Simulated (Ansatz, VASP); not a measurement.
# Two plane-wave programs on K4Cl3

```
CELL_PARAMETERS angstrom
7.64022 0.00000 0.00000
-3.82011 6.61663 0.00000
0.00000 0.00000 5.28647
ATOMIC_POSITIONS crystal
K 0.17877 0.82123 0.50000
K 0.17877 0.35755 0.50000
K 0.64245 0.82123 0.50000
K 0.66667 0.33333 0.00000
Cl 0.81464 0.18536 0.50000
Cl 0.81464 0.62928 0.50000
Cl 0.37072 0.18536 0.50000
```

Alike in both runs: task relaxation of cell and atoms; functional PBE; k mesh 3 × 3 × 4; occupations gaussian, width 0.1 eV; no spin polarisation.

|  | VASP | Ansatz |
| --- | --- | --- |
| version | VASP 6.6.1 | Ansatz 0.2.0 |
| potentials or method | VASP PAW PBE potentials, release 64 (K_sv, Cl), cutoff 600 eV | scalar-relativistic, plane waves, PAW |
| valence electrons in the cell | 57 | 57 |

VASP gave:

```
gap on the k mesh at the Fermi level, each at its own relaxed structure (eV)  : none
relaxed volume (Å³/atom)                                                      : 48.15
relaxed length of the cell vector where the two differ most in proportion (Å) : 4.416
```

Q: Estimate Ansatz's values.

A: gap on the k mesh at the Fermi level, each at its own relaxed structure (eV): none; relaxed volume (Å³/atom): 48.07; relaxed length of the cell vector where the two differ most in proportion (Å): 4.473.

A gap of «none» marks a metal or a gap that the smearing closes.

Noted on VASP's run: the volume moved by over 15 % at a fixed basis, so the end points are rough.
